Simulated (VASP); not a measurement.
# CdSe: single point with PBEsol

The system is CdSe.

```
Cd Se
1.0
     4.34202    0.00000    0.00000
     2.17101    3.76030    0.00000
     2.17101    1.25343    3.54524
Cd Se
1 1
Direct
  0.00000 0.00000 0.00000
  0.75000 0.75000 0.75000
```

- Program: VASP 6.6.1
- Task: single point
- Functional: PBEsol
- Potentials or basis: VASP PAW PBE potentials, release 64 (Cd, Se)
- Cutoff: 500 eV
- k mesh: 3 × 3 × 3
- Occupations: gaussian, width 0.01 eV
- Spin: no spin polarisation

* Pressure: -0.3 GPa
* Band gap on the k mesh: 0.37 eV, direct

Levels at points of the mesh, in eV from the valence-band top:
| k point | band 6 | band 7 | band 8 | band 9 | band 10 | band 11 | band 12 | band 13 |
| --- | --- | --- | --- | --- | --- | --- | --- | --- |
| (0.00, 0.00, 0.00) | -7.58 | 0.00 | 0.00 | 0.00 | 0.37 | 5.78 | 5.78 | 5.78 |

Run time: 3.2 s on 1 thread of Intel(R) Xeon(R) 6975P-C (Granite Rapids), with other jobs on the host, peak memory 0.17 GiB.

Caveat: the k points lie up to 0.59 Å⁻¹ apart; the PAW data sets were made with another functional, which shifts forces and pressure a little.
